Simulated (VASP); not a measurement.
# K2TaP6 (Fm-3m) in VASP: single point with r2SCAN

Aim: the single point of K2TaP6 with r2SCAN.

Program: VASP 6.6.1. These are calculated values, not measurements. Logs are shortened: lines on timing, memory, paths and dates and some standing lists are left out, and cuts for length are marked.

### 1 The cell of the first run

It takes space group Fm-3m (No. 225, cubic). The conventional cell has a = 9.130 Å, b = 9.130 Å, c = 9.130 Å, α = 90.00°, β = 90.00°, γ = 90.00°. Ta (site symmetry m-3m) has 6 P at 2.19 Å within 2.9 Å. P (site symmetry 4mm) has 1 Ta at 2.19 Å within 2.9 Å. K (site symmetry -43m) has 12 P at 3.23 Å and 4 Ta at 3.95 Å within 4.2 Å.

### 2 Single point, r2SCAN

POSCAR

```
K2TaP6
1.0
    0.0000000000      4.5652080000      4.5652080000
    4.5652080000      0.0000000000      4.5652080000
    4.5652080000      4.5652080000      0.0000000000
Ta P K
1 6 2
Direct
    0.0000000000      0.0000000000      0.0000000000
    0.7601000000      0.2399000000      0.7601000000
    0.7601000000      0.2399000000      0.2399000000
    0.2399000000      0.7601000000      0.2399000000
    0.2399000000      0.7601000000      0.7601000000
    0.7601000000      0.7601000000      0.2399000000
    0.2399000000      0.2399000000      0.7601000000
    0.7500000000      0.7500000000      0.7500000000
    0.2500000000      0.2500000000      0.2500000000
```

INCAR.step1

```
SYSTEM = K2TaP6
ALGO     = Normal         ! electronic algorithm
EDIFF    = 1E-4           ! SCF threshold, eV
ENCUT    = 520            ! plane-wave cutoff, eV
GGA      = PE             ! functional
ISMEAR   = -1             ! smearing method
LASPH    = .True.         ! aspherical terms in the spheres
LCHARG   = .False.        ! write CHGCAR
LREAL    = .False.        ! projectors in reciprocal space
LWAVE    = .True.         ! write WAVECAR
NBANDS   = 40             ! bands
NELM     = 60             ! most SCF steps
PREC     = Accurate       ! precision mode
SIGMA    = 0.1            ! smearing width, eV
```

INCAR.step2

```
SYSTEM = K2TaP6
ALGO     = Normal         ! electronic algorithm
EDIFF    = 1E-6           ! SCF threshold, eV
ENCUT    = 520            ! plane-wave cutoff, eV
ISIF     = 2              ! what is computed and relaxed
ISMEAR   = -1             ! smearing method
ISTART   = 1            
LASPH    = .True.         ! aspherical terms in the spheres
LCHARG   = .False.        ! write CHGCAR
LMIXTAU  = .True.       
LREAL    = .False.        ! projectors in reciprocal space
LWAVE    = .False.        ! write WAVECAR
METAGGA  = R2SCAN         ! meta-GGA
NBANDS   = 40             ! bands
NELM     = 60             ! most SCF steps
PREC     = Accurate       ! precision mode
SIGMA    = 0.1            ! smearing width, eV
```

KPOINTS

```
k-points
0
Gamma
  7 7 7
  0 0 0
```

Potentials or basis: VASP PAW PBE potentials, release 64 (Ta_pv, P, K_sv).

Launch:

```
$ cat potpaw_PBE.64/Ta_pv/POTCAR potpaw_PBE.64/P/POTCAR potpaw_PBE.64/K_sv/POTCAR > POTCAR
$ cp INCAR.step1 INCAR
$ mpirun -np 1 vasp_std > vasp.out
$ cp INCAR.step2 INCAR
$ mpirun -np 1 vasp_std > vasp.out
```

OUTCAR:

```text
SYSTEM = K2TaP6
   EDIFF = 1E-6
   ENCUT = 520
   ISIF = 2
   ISMEAR = -1
   ISTART = 1
   LASPH = .True.
   LREAL = .False.
   METAGGA = R2SCAN
   NELM = 60
   PREC = Accurate

 ion  position               nearest neighbor table
   1  0.000  0.000  0.000-   2 2.19   3 2.19   4 2.19   5 2.19   6 2.19   7 2.19
   2  0.760  0.240  0.760-   1 2.19   8 3.23   8 3.23   9 3.23   9 3.23
   3  0.760  0.240  0.240-   1 2.19   8 3.23   8 3.23   9 3.23   9 3.23
   4  0.240  0.760  0.240-   1 2.19   8 3.23   8 3.23   9 3.23   9 3.23
   5  0.240  0.760  0.760-   1 2.19   8 3.23   8 3.23   9 3.23   9 3.23
   6  0.760  0.760  0.240-   1 2.19   8 3.23   8 3.23   9 3.23   9 3.23
   7  0.240  0.240  0.760-   1 2.19   8 3.23   8 3.23   9 3.23   9 3.23
   8  0.750  0.750  0.750-   2 3.23   5 3.23   6 3.23   3 3.23   4 3.23   6 3.23   2 3.23   3 3.23
                             7 3.23   4 3.23   5 3.23   7 3.23
   9  0.250  0.250  0.250-   2 3.23   3 3.23   6 3.23   4 3.23   5 3.23   6 3.23   2 3.23   5 3.23
                             7 3.23   3 3.23   4 3.23   7 3.23

  LATTYP: Found a face centered cubic cell.
 ALAT       =     9.1304160000

  Lattice vectors:

 A1 = (   0.0000000000,   4.5652080000,   4.5652080000)
 A2 = (   4.5652080000,   0.0000000000,   4.5652080000)
 A3 = (   4.5652080000,   4.5652080000,   0.0000000000)

Analysis of symmetry for initial positions (statically):
=====================================================================
 Subroutine PRICEL returns:
 Original cell was already a primitive cell.

 Routine SETGRP: Setting up the symmetry group for a
 face centered cubic supercell.

 Subroutine GETGRP returns: Found 48 space group operations
 (whereof 48 operations were pure point group operations)
 out of a pool of 48 trial point group operations.

The static configuration has the point symmetry O_h .

Analysis of symmetry for dynamics (positions and initial velocities):
=====================================================================
 Subroutine PRICEL returns:
 Original cell was already a primitive cell.

 Routine SETGRP: Setting up the symmetry group for a
 face centered cubic supercell.

 Subroutine GETGRP returns: Found 48 space group operations
 (whereof 48 operations were pure point group operations)
 out of a pool of 48 trial point group operations.

The dynamic configuration has the point symmetry O_h .

 Subroutine INISYM returns: Found 48 space group operations
 (whereof 48 operations are pure point group operations),
 and found     1 'primitive' translations

----------------------------------------------------------------------------------------

                                     Primitive cell

  volume of cell :     190.2881

  direct lattice vectors                    reciprocal lattice vectors
     0.000000000  4.565208000  4.565208000    -0.109524035  0.109524035  0.109524035
     4.565208000  0.000000000  4.565208000     0.109524035 -0.109524035  0.109524035
     4.565208000  4.565208000  0.000000000     0.109524035  0.109524035 -0.109524035

  length of vectors
     6.456179069  6.456179069  6.456179069     0.189701193  0.189701193  0.189701193

  position of ions in fractional coordinates (direct lattice)
     0.000000000  0.000000000  0.000000000
     0.760100000  0.239900000  0.760100000
     0.760100000  0.239900000  0.239900000
     0.239900000  0.760100000  0.239900000
     0.239900000  0.760100000  0.760100000
     0.760100000  0.760100000  0.239900000
     0.239900000  0.239900000  0.760100000
     0.750000000  0.750000000  0.750000000
     0.250000000  0.250000000  0.250000000

  ion indices of the primitive-cell ions
   primitive index   ion index
                 1           1
                 2           2
                 3           3
                 4           4
                 5           5
                 6           6
                 7           7
                 8           8
                 9           9

----------------------------------------------------------------------------------------

 KPOINTS: k-points

Automatic generation of k-mesh.
 Grid dimensions read from file:
 generate k-points for:    7    7    7

 Generating k-lattice:

  Cartesian coordinates                     Fractional coordinates (reciprocal lattice)
    -0.015646291  0.015646291  0.015646291     0.142857143  0.000000000  0.000000000
     0.015646291 -0.015646291  0.015646291     0.000000000  0.142857143  0.000000000
     0.015646291  0.015646291 -0.015646291     0.000000000  0.000000000  0.142857143

  Length of vectors
     0.027100170  0.027100170  0.027100170

  Shift w.r.t. Gamma in fractional coordinates (k-lattice)
     0.000000000  0.000000000  0.000000000

 Subroutine IBZKPT returns following result:
 ===========================================

 Found     20 irreducible k-points:

 Following reciprocal coordinates:
            Coordinates               Weight
  0.000000  0.000000  0.000000      1.000000
  0.142857  0.000000  0.000000      8.000000
  0.285714  0.000000  0.000000      8.000000
  0.428571  0.000000  0.000000      8.000000
  0.142857  0.142857  0.000000      6.000000
  0.285714  0.142857  0.000000     24.000000
[... 12 lines left out ...]
 -0.428571  0.428571  0.142857     24.000000
 -0.285714  0.428571  0.142857     24.000000
   k-points           NKPTS =     20   k-points in BZ     NKDIM =     20   number of bands    NBANDS=     40
   number of dos      NEDOS =    301   number of ions     NIONS =      9
   total plane-waves  NPLWV = 110592
   dimension x,y,z NGX =    48 NGY =   48 NGZ =   48
   dimension x,y,z NGXF=    96 NGYF=   96 NGZF=   96
   ions per type =               1   6   2
   NGX,Y,Z   is equivalent  to a cutoff of  12.36, 12.36, 12.36 a.u.
   NGXF,Y,Z  is equivalent  to a cutoff of  24.72, 24.72, 24.72 a.u.
 SYSTEM =  K2TaP6
   PREC   = accura    normal or accurate (medium, high low for compatibility)
   ISTART =      1    job   : 0-new  1-cont  2-samecut
   ICHARG =      0    charge: 1-file 2-atom 10-const
   ISPIN  =      1    spin polarized calculation?
   LNONCOLLINEAR =      F non collinear calculations
   LSORBIT =      F    spin-orbit coupling
   LASPH  =      T    aspherical Exc in radial PAW
   ENCUT  =  520.0 eV  38.22 Ry    6.18 a.u.  12.00 12.00 12.00*2*pi/ulx,y,z
   NELM   =     60;   NELMIN=  2; NELMDL=  0     # of ELM steps
   EDIFF  = 0.1E-05   stopping-criterion for ELM
   LREAL  =      F    real-space projection
   EDIFFG = 0.1E-04   stopping-criterion for IOM
   NSW    =      0    number of steps for IOM
   IBRION =     -1    ionic relax: 0-MD 1-quasi-New 2-CG
   NFREE  =      0    steps in history (QN), initial steepest desc. (CG)
   ISIF   =      2    stress and relaxation
   ISYM   =      2    0-nonsym 1-usesym 2-fastsym
   POTIM  = 0.5000    time-step for ionic-motion
   TEBEG  =    0.0;   TEEND  =   0.0 temperature during run
   PSTRESS=    0.0 pullay stress
   NELECT =      59.0000    total number of electrons
   NUPDOWN=      -1.0000    fix difference up-down
   EMIN   =  10.00;   EMAX   =-10.00  energy-range for DOS
   EFERMI =   0.00;   METHOD = LEGACY
   ISMEAR =    -1;   SIGMA  =   0.10  broadening in eV -4-tet -1-fermi 0-gaus
   EFERMI_NEDOS =   21; number of points for ismear=-14 and -15
   IALGO  =     38    algorithm
   IMIX   =      4    mixing-type and parameters
     AMIX     =   0.40;   BMIX     =  1.00
     AMIX_MAG =   1.60;   BMIX_MAG =  1.00
  volume/ion in A,a.u.               =      21.14       142.68
  Fermi-wavevector in a.u.,A,eV,Ry     =   1.108039  2.093890 16.704550  1.227750
  Thomas-Fermi vector in A             =   2.244561
   LORBIT       =      0    0 simple, 1 ext, 2 COOP (PROOUT), +10 PAW based schemes
   METAGGA = R2SCAN    functional components
   LHFCALC =     F    Hartree Fock is set to
   AEXX    =    0.0000 exact exchange contribution
   IVDW    =     0    specifies the selected vdW correction
   LEPSILON=     F    determine dielectric tensor
   LRPA    =     F    only Hartree local field effects (RPA)
 non-spin polarized calculation
  energy-cutoff  :      520.00
  volume of cell :      190.29
 maximum number of plane-waves:      5139
   NGX = 25   NGY = 25   NGZ = 25

 number of electron      58.9999999 magnetization

 Free energy of the ion-electron system (eV)
  ---------------------------------------------------
  ext. energy  EPLUGINS =         0.00000000
  ---------------------------------------------------
  free energy    TOTEN  =      -108.32481680 eV

  energy without entropy =     -108.18399472  energy(sigma->0) =     -108.25440576

 E-fermi :   3.9939     XC(G=0): -10.2440

 val. band max:        3.9080621208   @ k =  -0.2857   0.4286   0.1429
 cond. band min:       3.9949936195   @ k =  -0.2857   0.2857   0.0000
 fundamental gap:      0.0869314986
 Fermi energy:         3.9938610247

 k-point     1 :       0.0000    0.0000    0.0000
  band No.  band energies     occupation
      1     -31.0911      2.00000
      2     -31.0911      2.00000
      3     -31.0911      2.00000
      4     -26.8957      2.00000
      5     -26.8862      2.00000
      6      -9.7925      2.00000
[... 32 lines left out ...]
     39       8.2862      0.00000
     40       8.3148      0.00000

 k-point     2 :       0.1429    0.0000    0.0000
  band No.  band energies     occupation
      1     -31.0911      2.00000
      2     -31.0911      2.00000
      3     -31.0911      2.00000
      4     -26.8952      2.00000
      5     -26.8867      2.00000
      6      -9.8022      2.00000
[... 763 lines left out ...]
     39       9.1838      0.00000
     40      10.3198      0.00000

 k-point    20 :      -0.2857    0.4286    0.1429
  band No.  band energies     occupation
      1     -31.0912      2.00000
      2     -31.0912      2.00000
      3     -31.0911      2.00000
      4     -26.8908      2.00000
      5     -26.8904      2.00000
      6     -10.0146      2.00000
[... 32 lines left out ...]
     39       9.4533      0.00000
     40      10.4089      0.00000

------------------------ aborting loop because EDIFF is reached ----------------------------------------

  FORCE on cell =-STRESS in cart. coord.  units (eV):
  Direction    XX          YY          ZZ          XY          YZ          ZX
  --------------------------------------------------------------------------------------
  -------------------------------------------------------------------------------------
  Total       19.0268276     19.0268276     19.0268276      0.0000000      0.0000000     -0.0000000
  in kB      160.2010140    160.2010140    160.2010140      0.0000000      0.0000000     -0.0000000
  external PRESSURE =     160.2010140 kB  Pullay stress =       0.0000000 kB

 VOLUME and BASIS-vectors are now :
 -----------------------------------------------------------------------------
  energy-cutoff  :      520.00
  volume of cell :      190.29
      direct lattice vectors                 reciprocal lattice vectors
     0.000000000  4.565208000  4.565208000    -0.109524035  0.109524035  0.109524035
     4.565208000  0.000000000  4.565208000     0.109524035 -0.109524035  0.109524035
     4.565208000  4.565208000  0.000000000     0.109524035  0.109524035 -0.109524035

 POSITION                                       TOTAL-FORCE (eV/Angst)
 -----------------------------------------------------------------------------------
      0.00000      0.00000      0.00000        -0.000000      0.000000     -0.000000
      4.56521      6.94003      4.56521        -0.000000     -4.744935     -0.000000
      2.19039      4.56521      4.56521         4.744935      0.000000     -0.000000
      4.56521      2.19039      4.56521        -0.000000      4.744935     -0.000000
      6.94003      4.56521      4.56521        -4.744935      0.000000     -0.000000
      4.56521      4.56521      6.94003        -0.000000      0.000000     -4.744935
      4.56521      4.56521      2.19039        -0.000000      0.000000      4.744935
      6.84781      6.84781      6.84781        -0.000000     -0.000000     -0.000000
      2.28260      2.28260      2.28260         0.000000      0.000000      0.000000
 -----------------------------------------------------------------------------------
    total drift:                               -0.000000     -0.000000     -0.000000

  FREE ENERGIE OF THE ION-ELECTRON SYSTEM (eV)
  ---------------------------------------------------
  free  energy   TOTEN  =      -108.3248167955 eV

  energy  without entropy=     -108.1839947170  energy(sigma->0) =     -108.25440576
```

Run time: 8.2 min. Hardware: 1 thread of Intel Xeon Platinum 8259CL at 2.50GHz (Skylake/Cascade Lake), shared host; peak memory 0.45 GiB.

What came out:

- Free energy: -108.3248 eV
- Pressure: 16.0 GPa
- Largest force: 4.745 eV/Å
- Band gap on the k mesh: zero (an odd number of electrons rules out a gap without spin polarisation)

Forces on the atoms (eV/Å):
```
Ta   0.000  0.000  0.000
P    0.000 -4.745  0.000
P    4.745  0.000  0.000
P    0.000  4.745  0.000
P   -4.745  0.000  0.000
P    0.000  0.000 -4.745
P    0.000  0.000  4.745
K    0.000  0.000  0.000
K    0.000  0.000  0.000
```

Caveat: the cell stands under pressure; the PAW data sets were made with another functional, which shifts forces and pressure a little; spin-orbit coupling is left out, which moves the levels of the heavy elements.
